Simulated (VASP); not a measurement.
Cr: single point with r2SCAN

The system is Cr.

```xyz
2
Lattice="2.6958 0.0000 0.0000 -1.3479 2.3346 0.0000 0.0000 0.0000 4.3804" Properties=species:S:1:pos:R:3 pbc="T T T"
Cr    1.3479    0.7782    3.2853
Cr    0.0000    1.5564    1.0951
```

This isn't the form of Cr at room conditions, which is bcc.

| Property | Result |
| --- | --- |
| Program | VASP 6.6.1 |
| Task | single point |
| Functional | r2SCAN |
| Potentials or basis | VASP PAW PBE potentials, release 64 (Cr_pv) |
| Cutoff | 520 eV |
| k mesh | 11 × 11 × 6 |
| Occupations | fermi-dirac, width 0.05 eV |
| Spin | collinear spin, ferromagnetic start |
| Starting moments | [3.0, 3.0] μB |

```json
{
 "Pressure": "-13.1 GPa",
 "Band gap on the k mesh": "zero (filled and empty bands overlap)",
 "Net moment": "4.02 μB per cell",
 "Site moments": "Cr +1.96 μB",
 "Valence electrons inside the program's atomic spheres": "Cr 11.00"
}
```

Stress tensor (GPa, compression positive):
```
-10.98   0.00   0.00
  0.00 -10.98   0.00
  0.00   0.00 -17.46
```

Levels at points of the mesh, in eV from the Fermi level:
Spin up:
```csv
k point,band 10,band 11,band 12,band 13,band 14,band 15,band 16,band 17,band 18,band 19
"(0.00, 0.00, 0.00)",-1.40,-1.40,-1.02,-1.02,-0.72,-0.72,-0.04,0.60,0.60,1.59
"(0.00, 0.00, 0.50)",-1.91,-1.49,-1.49,-1.49,-1.49,0.25,0.25,0.25,0.25,1.63
```
Spin down:
| k point | band 7 | band 8 | band 9 | band 10 | band 11 | band 12 | band 13 | band 14 |
| --- | --- | --- | --- | --- | --- | --- | --- | --- |
| (0.00, 0.00, 0.00) | -7.66 | -3.08 | 0.23 | 0.77 | 0.87 | 0.87 | 1.33 | 1.33 |
| (0.00, 0.00, 0.50) | -5.50 | -5.50 | -0.08 | -0.08 | 0.84 | 0.84 | 0.84 | 0.84 |

Run time: 3.8 min on 1 thread of Intel(R) Xeon(R) Platinum 8488C (Sapphire Rapids), with other jobs on the host, peak memory 0.19 GiB.

Caveat: the cell stands under tension; the PAW data sets were made with another functional, which shifts forces and pressure a little.
